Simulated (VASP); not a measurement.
Write the native input for VASP 6.6.1 that does the following.

```
Task                   : electric field gradients
Functional             : PBEsol
Potentials or basis    : VASP PAW PBE potentials, release 64 (Ta_pv, N)
Cutoff                 : 520 eV
k mesh                 : 9 × 9 × 5
Occupations            : fermi-dirac, width 0.01 eV
Spin                   : no spin polarisation
Dipole correction      : no
Further INCAR settings : ALGO = Normal; EDIFF = 1e-08; NBANDS = 24
```

The structure of TaN lies in POSCAR:

```
TaN
1.0
    3.0480019786      0.0000000000      0.0000000000
   -1.5240009893      2.6396471442      0.0000000000
    0.0000000000      0.0000000000      4.8688200000
Ta N
2 2
Direct
    0.0000000000      0.0000000000      0.0000000000
    0.0000000000      0.0000000000      0.5000000000
    0.3333333333      0.6666666667      0.2500000000
    0.6666666667      0.3333333333      0.7500000000
```

This cell differs from its parent crystal: zz strain of -1 %.

These files were run (other wordings do the same):

INCAR

```
SYSTEM = TaN
ALGO = Normal ; EDIFF = 1E-8
ENCUT = 520 ; GGA = PS
ISIF = 2 ; ISMEAR = -1
LASPH = .True. ; LCHARG = .False.
LEFG = .True. ; LREAL = .False.
LWAVE = .False. ; NBANDS = 24
NELM = 80 ; PREC = Accurate
SIGMA = 0.01
```

KPOINTS

```
k-points
0
Gamma
  9 9 5
  0 0 0
```

Potentials or basis: VASP PAW PBE potentials, release 64 (Ta_pv, N).

Run with:

```bash
$ cat potpaw_PBE.64/Ta_pv/POTCAR potpaw_PBE.64/N/POTCAR > POTCAR
$ mpirun -np 1 vasp_std > vasp.out
```

Results of the run:

- Pressure: 56.9 GPa
- Band gap on the k mesh: zero (band 16 reaches 10.50 eV, above the bottom of band 17 at 7.84 eV)

Caveat: the cell differs from its parent crystal (zz strain of -1 %); without QUAD_EFG the Cq values of the log hold for a quadrupole moment of 1 mb, not for the nuclei; the PAW data sets were made with another functional, which shifts forces and pressure a little; spin-orbit coupling is left out, which moves the levels of the heavy elements.

Run time: 12 s on 1 thread of Intel(R) Xeon(R) 6975P-C (Granite Rapids), with other jobs on the host, peak memory 0.17 GiB.
